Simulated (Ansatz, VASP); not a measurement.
## Two plane-wave programs on Mg2ZnO3

File INCAR:

```
SYSTEM = Mg2ZnO3
  ALGO = Normal
  EDIFF = 1E-6
  ENCUT = 750
  GGA = CA
  GGA_COMPAT = .FALSE.
  ISIF = 2
  ISMEAR = 0
  LASPH = .TRUE.
  LCHARG = .FALSE.
  LDAU = .TRUE.
  LDAUJ = 0 0 0
  LDAUL = -1 2 -1
  LDAUPRINT = 1
  LDAUTYPE = 2
  LDAUU = 0 6 0
  LREAL = .FALSE.
  LWAVE = .FALSE.
  NBANDS = 34
  NELM = 200
  PREC = Accurate
  SIGMA = 0.01
```

Contents of KPOINTS:

```
k-points
0
G
  12 12 4
  0 0 0
```

Contents of POSCAR:

```
Mg2ZnO3
1.0
    3.0330000000      0.0000000000      0.0000000000
   -1.5165000000      2.6266500000      0.0000000000
    0.0000000000      0.0000000000      7.4033200000
Mg Zn O
2 1 3
Direct
    0.3333333333      0.6666666667      0.6658000000
    0.6666666667      0.3333333333      0.3342000000
    0.0000000000      0.0000000000      0.0000000000
    0.3333333333      0.6666666667      0.1726200000
    0.6666666667      0.3333333333      0.8273800000
    0.0000000000      0.0000000000      0.5000000000
```

Input for Ansatz:

```yaml
crystal:
  lattice:
    - [3.033, 0.0, 0.0]
    - [-1.5165, 2.62665, 0.0]
    - [0.0, 0.0, 7.40332]
  atoms:
    - { symbol: Mg, position: [0.3333333333333333, 0.6666666666666666, 0.6658] }
    - { symbol: Mg, position: [0.6666666666666666, 0.3333333333333333, 0.3342] }
    - { symbol: Zn, position: [0.0, 0.0, 0.0] }
    - { symbol: O, position: [0.3333333333333333, 0.6666666666666666, 0.17262] }
    - { symbol: O, position: [0.6666666666666666, 0.3333333333333333, 0.82738] }
    - { symbol: O, position: [0.0, 0.0, 0.5] }
kpoints:
  mp_grid:
    grid: [12, 12, 4]
    shift: [0.0, 0.0, 0.0]
hamiltonian:
  xc: lda
  hubbard:
    - { species: Zn, l: d, u_eff: 6.0 }
scf:
  convergence:
    dr2_threshold: 1.0e-09
  occupations:
    method: fixed
output:
  eigenvalues: true
```

Alike in both runs: task single point; functional LDA; k mesh 12 × 12 × 4; no spin polarisation; Hubbard terms Zn d U = 6.0 eV.

```csv
,VASP,Ansatz
version,VASP 6.6.1,Ansatz 0.2.0
potentials or method,"VASP PAW LDA potentials, release 64 (Mg_sv, Zn, O)","plane waves, PAW"
plane-wave cutoff (eV),750,420
occupations,"gaussian, width 0.01 eV",fixed
valence electrons in the cell,50,50
```

|  | VASP | Ansatz | Ansatz less VASP |
| --- | --- | --- | --- |
| gap on the k mesh at the Fermi level (eV) | 3.15 | 3.02 | -0.132 |

LDA's correlation is that of Perdew and Zunger in VASP and of Perdew and Wang (1992) in Ansatz. The programs project onto different local orbitals, so the same U acts differently, and such runs can settle in different states.
